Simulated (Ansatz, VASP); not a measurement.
**B in VASP and in Ansatz**

```
CELL_PARAMETERS angstrom
0.85598 -1.48260 0.00000
0.85598 1.48260 0.00000
0.00000 0.00000 4.00015
ATOMIC_POSITIONS crystal
B 0.00000 0.00000 0.00000
```

Alike in both runs: functional PBE; k mesh 36 × 36 × 16; occupations gaussian, width 0.1 eV; no spin polarisation.

Ansatz relaxed the structure, and its values are those at the end. VASP's run is a single point on that final structure, the one shown.

|  | VASP | Ansatz |
| --- | --- | --- |
| version | VASP 6.6.1 | Ansatz 0.2.0 |
| potentials or method | VASP PAW PBE potentials, release 64 (B), cutoff 520 eV | scalar-relativistic, plane waves, PAW |
| valence electrons in the cell | 3 | 3 |

Ansatz gave:

- gap on the k mesh at the Fermi level (eV): none
- pressure (GPa): 0.0

Task: What did VASP give for the same quantities?

Result: gap on the k mesh at the Fermi level (eV): none; pressure (GPa): -0.1.

A gap of «none» marks a metal or a gap that the smearing closes.
